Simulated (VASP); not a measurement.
# HfZr2Se6 (R-3) in VASP: single point with PBE

Aim: the single point of HfZr2Se6 with PBE.

Everything below comes from runs of VASP 6.6.1. Logs are shortened: lines on timing, memory, paths and dates and some standing lists are left out, and cuts for length are marked.

## Step 1: The cell of the first run

Symmetry: R-3, No. 148, trigonal system. The conventional cell has a = 6.564 Å, b = 6.564 Å, c = 20.824 Å, α = 90.00°, β = 90.00°, γ = 120.00°. Within 3.6 Å of Zr (site symmetry 3) lie 6 Se at 2.71 Å. Hf (site symmetry -3) has 6 Se at 2.69 Å within 3.5 Å. Se (site symmetry 1) has 1 Hf at 2.69 Å and 2 Zr at 2.71 Å within 3.5 Å.

## Step 2: Single point, PBE

INCAR

```
SYSTEM = HfZr2Se6
PREC     = Accurate       ! precision mode
ENCUT    = 520            ! plane-wave cutoff, eV
EDIFF    = 1E-6           ! SCF threshold, eV
ISMEAR   = 0              ! smearing method
SIGMA    = 0.02           ! smearing width, eV
LREAL    = .False.        ! projectors in reciprocal space
LASPH    = .True.         ! aspherical terms in the spheres
NELM     = 100            ! most SCF steps
ALGO     = Normal         ! electronic algorithm
ISIF     = 2              ! what is computed and relaxed
LWAVE    = .False.        ! write WAVECAR
LCHARG   = .False.        ! write CHGCAR
GGA      = PE             ! functional
NBANDS   = 45             ! bands
```

KPOINTS

```
Automatic mesh
0
Gamma
  6 6 6
  0 0 0
```

POSCAR

```
HfZr2Se6
1.0
    3.2817823049      1.8947378972      6.9414692000
   -3.2817823049      1.8947378972      6.9414692000
    0.0000000000     -3.7894757943      6.9414692000
Zr Hf Se
2 1 6
Direct
    0.3333360000      0.3333360000      0.3333360000
    0.6666640000      0.6666640000      0.6666640000
    0.0000000000      0.0000000000      0.0000000000
    0.2552090000      0.5929340000      0.9240810000
    0.5929340000      0.9240810000      0.2552090000
    0.9240810000      0.2552090000      0.5929340000
    0.0759190000      0.7447910000      0.4070660000
    0.4070660000      0.0759190000      0.7447910000
    0.7447910000      0.4070660000      0.0759190000
```

Potentials or basis: VASP PAW PBE potentials, release 64 (Zr_sv, Hf_pv, Se).

Command:

```console
$ cat potpaw_PBE.64/Zr_sv/POTCAR potpaw_PBE.64/Hf_pv/POTCAR potpaw_PBE.64/Se/POTCAR > POTCAR
$ mpirun -np 1 vasp_std > vasp.out
```

OUTCAR:

```text
SYSTEM = HfZr2Se6
   PREC = Accurate
   ENCUT = 520
   EDIFF = 1E-6
   ISMEAR = 0
   LREAL = .False.
   LASPH = .True.
   NELM = 100
   ISIF = 2
   GGA = PE

 ion  position               nearest neighbor table
   1  0.333  0.333  0.333-   7 2.71   8 2.71   9 2.71   5 2.71   4 2.71   6 2.71   3 3.79   3 3.79
                             3 3.79   2 3.79   2 3.79   2 3.79
   2  0.667  0.667  0.667-   6 2.71   5 2.71   4 2.71   8 2.71   9 2.71   7 2.71   3 3.79   3 3.79
                             3 3.79   1 3.79   1 3.79   1 3.79
   3  0.000  0.000  0.000-   4 2.69   9 2.69   7 2.69   6 2.69   8 2.69   5 2.69   2 3.79   2 3.79
                             1 3.79   1 3.79   2 3.79   1 3.79
   4  0.255  0.593  0.924-   3 2.69   2 2.71   1 2.71
   5  0.593  0.924  0.255-   3 2.69   2 2.71   1 2.71
   6  0.924  0.255  0.593-   3 2.69   2 2.71   1 2.71
   7  0.076  0.745  0.407-   3 2.69   1 2.71   2 2.71
   8  0.407  0.076  0.745-   3 2.69   1 2.71   2 2.71
   9  0.745  0.407  0.076-   3 2.69   1 2.71   2 2.71

  LATTYP: Found a trigonal (rhomboedric) cell.
 ALAT       =     7.9084841437
 COS(alpha) =     0.6556000837

  Lattice vectors:

 A1 = (   3.2817823049,   1.8947378972,   6.9414692000)
 A2 = (  -3.2817823049,   1.8947378972,   6.9414692000)
 A3 = (   0.0000000000,  -3.7894757943,   6.9414692000)

Analysis of symmetry for initial positions (statically):
=====================================================================
 Subroutine PRICEL returns:
 Original cell was already a primitive cell.

 Routine SETGRP: Setting up the symmetry group for a
 trigonal (rhombohedral) supercell.

 Subroutine GETGRP returns: Found  6 space group operations
 (whereof  6 operations were pure point group operations)
 out of a pool of 12 trial point group operations.

The static configuration has the point symmetry S_6 .

Analysis of symmetry for dynamics (positions and initial velocities):
=====================================================================
 Subroutine PRICEL returns:
 Original cell was already a primitive cell.

 Routine SETGRP: Setting up the symmetry group for a
 trigonal (rhombohedral) supercell.

 Subroutine GETGRP returns: Found  6 space group operations
 (whereof  6 operations were pure point group operations)
 out of a pool of 12 trial point group operations.

The dynamic configuration has the point symmetry S_6 .

 Subroutine INISYM returns: Found  6 space group operations
 (whereof  6 operations are pure point group operations),
 and found     1 'primitive' translations

----------------------------------------------------------------------------------------

[... 117 lines left out ...]
   NELECT =      70.0000    total number of electrons
   NUPDOWN=      -1.0000    fix difference up-down
   EMIN   =  10.00;   EMAX   =-10.00  energy-range for DOS
   EFERMI =   0.00;   METHOD = LEGACY
   ISMEAR =     0;   SIGMA  =   0.02  broadening in eV -4-tet -1-fermi 0-gaus
   EFERMI_NEDOS =   21; number of points for ismear=-14 and -15
   IALGO  =     38    algorithm
   IMIX   =      4    mixing-type and parameters
     AMIX     =   0.40;   BMIX     =  1.00
     AMIX_MAG =   1.60;   BMIX_MAG =  1.00
  volume/ion in A,a.u.               =      28.78       194.18
  Fermi-wavevector in a.u.,A,eV,Ry     =   1.058491  2.000257 15.243998  1.120402
  Thomas-Fermi vector in A             =   2.193802
   LORBIT       =      0    0 simple, 1 ext, 2 COOP (PROOUT), +10 PAW based schemes
   GGA     = PE    functional components
   LHFCALC =     F    Hartree Fock is set to
   AEXX    =    0.0000 exact exchange contribution
   IVDW    =     0    specifies the selected vdW correction
   LEPSILON=     F    determine dielectric tensor
   LRPA    =     F    only Hartree local field effects (RPA)
 non-spin polarized calculation
 Gauss-broadening in eV      SIGMA  =   0.02
  energy-cutoff  :      520.00
  volume of cell :      258.98
 maximum number of plane-waves:      7003
   NGX = 29   NGY = 29   NGZ = 29

 number of electron      70.0000000 magnetization

 Free energy of the ion-electron system (eV)
  ---------------------------------------------------
  ext. energy  EPLUGINS =         0.00000000
  ---------------------------------------------------
  free energy    TOTEN  =       -60.18862571 eV

  energy without entropy =      -60.18862571  energy(sigma->0) =      -60.18862571

 E-fermi :   2.9464     XC(G=0):  -8.7880

 val. band max:        2.7813410460   @ k =   0.0000   0.0000   0.0000
 cond. band min:       3.2304281026   @ k =   0.5000  -0.0000  -0.0000
 fundamental gap:      0.4490870566
 Fermi energy:         2.9464364968

 k-point     1 :       0.0000    0.0000    0.0000
  band No.  band energies     occupation
      1     -46.7165      2.00000
      2     -46.7075      2.00000
      3     -28.4584      2.00000
      4     -28.4584      2.00000
      5     -28.4468      2.00000
      6     -24.7707      2.00000
[... 1141 lines left out ...]
     44       5.7992      0.00000
     45       6.4067      0.00000

 [... further k-points ...]

------------------------ aborting loop because EDIFF is reached ----------------------------------------

  FORCE on cell =-STRESS in cart. coord.  units (eV):
  Direction    XX          YY          ZZ          XY          YZ          ZX
  --------------------------------------------------------------------------------------
  -------------------------------------------------------------------------------------
  Total       -0.0602533     -0.0602533     -0.0596599      0.0000000     -0.0000000      0.0000000
  in kB       -0.3727608     -0.3727608     -0.3690893      0.0000000     -0.0000000      0.0000000
  external PRESSURE =      -0.3715369 kB  Pullay stress =       0.0000000 kB

 VOLUME and BASIS-vectors are now :
 -----------------------------------------------------------------------------
  energy-cutoff  :      520.00
  volume of cell :      258.98
      direct lattice vectors                 reciprocal lattice vectors
     3.281782305  1.894737897  6.941469200     0.152356236  0.087962914  0.048020574
    -3.281782305  1.894737897  6.941469200    -0.152356236  0.087962914  0.048020574
     0.000000000 -3.789475794  6.941469200     0.000000000 -0.175925828  0.048020574

 POSITION                                       TOTAL-FORCE (eV/Angst)
 -----------------------------------------------------------------------------------
      0.00000      0.00000      6.94152        -0.000000      0.000000      0.000011
      0.00000      0.00000     13.88288        -0.000000     -0.000000     -0.000011
      0.00000      0.00000      0.00000        -0.000000     -0.000000     -0.000000
     -1.10834     -1.89477     12.30184        -0.029530      0.000030      0.005292
     -1.08675      1.90724     12.30184         0.014791      0.025559      0.005292
      2.19509     -0.01246     12.30184         0.014739     -0.025589      0.005292
     -2.19509      0.01246      8.52257        -0.014739      0.025589     -0.005292
      1.08675     -1.90724      8.52257        -0.014791     -0.025559     -0.005292
      1.10834      1.89477      8.52257         0.029530     -0.000030     -0.005292
 -----------------------------------------------------------------------------------
    total drift:                               -0.000000      0.000000     -0.000000

  FREE ENERGIE OF THE ION-ELECTRON SYSTEM (eV)
  ---------------------------------------------------
  free  energy   TOTEN  =       -60.1886257090 eV

  energy  without entropy=      -60.1886257090  energy(sigma->0) =      -60.18862571
```

OSZICAR:

```text
N       E                     dE             d eps       ncg     rms          rms(c)
DAV:   1     0.535493966927E+03    0.53549E+03   -0.32534E+04  3712   0.138E+03
DAV:   2    -0.160774181481E+02   -0.55157E+03   -0.53811E+03  4503   0.335E+02
DAV:   3    -0.616290936347E+02   -0.45552E+02   -0.45180E+02  5003   0.805E+01
DAV:   4    -0.649206013129E+02   -0.32915E+01   -0.32842E+01  6320   0.179E+01
DAV:   5    -0.650206939066E+02   -0.10009E+00   -0.10008E+00  4843   0.251E+00    0.478E+01
DAV:   6    -0.603470417753E+02    0.46737E+01   -0.17109E+01  3964   0.140E+01    0.313E+01
DAV:   7    -0.601600812054E+02    0.18696E+00   -0.26504E+00  4985   0.582E+00    0.131E+01
DAV:   8    -0.602084154006E+02   -0.48334E-01   -0.39616E-01  4944   0.204E+00    0.181E+00
DAV:   9    -0.601876649782E+02    0.20750E-01   -0.10334E-01  4003   0.131E+00    0.799E-01
DAV:  10    -0.601886034562E+02   -0.93848E-03   -0.14073E-02  4760   0.441E-01    0.428E-01
DAV:  11    -0.601885145982E+02    0.88858E-04   -0.65502E-04  4792   0.104E-01    0.798E-02
DAV:  12    -0.601886072981E+02   -0.92700E-04   -0.21308E-04  4112   0.667E-02    0.267E-02
DAV:  13    -0.601886175849E+02   -0.10287E-04   -0.19900E-05  5120   0.131E-02    0.103E-02
DAV:  14    -0.601886250525E+02   -0.74677E-05   -0.96010E-06  4400   0.143E-02    0.521E-03
DAV:  15    -0.601886257090E+02   -0.65642E-06   -0.33394E-06  3360   0.730E-03
   1 F= -.60188626E+02 E0= -.60188626E+02  d E =-.266552E-33
```

It took 24 min on 1 thread of Intel Xeon 8259CL, shared host; peak memory 0.74 GiB.

What came out:

```
Free energy            : -60.1886 eV
Pressure               : 0.0 GPa
Largest force          : 0.030 eV/Å
Band gap on the k mesh : 0.45 eV (least direct gap 1.21 eV)
```

Forces in eV/Å, atoms in the order of the input:
```
Zr   0.000  0.000  0.000
Zr   0.000  0.000  0.000
Hf   0.000  0.000  0.000
Se  -0.030  0.000  0.005
Se   0.015  0.026  0.005
Se   0.015 -0.026  0.005
Se  -0.015  0.026 -0.005
Se  -0.015 -0.026 -0.005
Se   0.030  0.000 -0.005
```

Caveat: spin-orbit coupling is left out, which moves the levels of the heavy elements.
